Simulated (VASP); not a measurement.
A run of VASP 6.6.1 is set up as follows.

File INCAR:

```
PREC = Accurate ; ENCUT = 520
EDIFF = 1E-7 ; ISMEAR = 1
SIGMA = 0.3 ; LREAL = False
LASPH = True ; NELM = 100
ALGO = Normal ; ISIF = 2
LWAVE = False ; LCHARG = False
NBANDS = 12
```

File KPOINTS:

```
Automatic mesh
0
Gamma
  14 14 14
```

The input POSCAR:

```
Ta
1.0
   -1.6276710318      1.6276710318      1.6276710318
    1.6276710318     -1.6276710318      1.6276710318
    1.6276710318      1.6276710318     -1.6276710318
Ta
1
Direct
    0.0000000000      0.0000000000      0.0000000000
```

Potentials or basis: VASP PAW LDA potentials, release 64 (Ta_pv).

Launch:

```bash
$ cat potpaw_LDA.64/Ta_pv/POTCAR > POTCAR
$ mpirun -np 1 vasp_std > vasp.out
```

Task: Predict the pressure.

Result: 0.8 GPa.
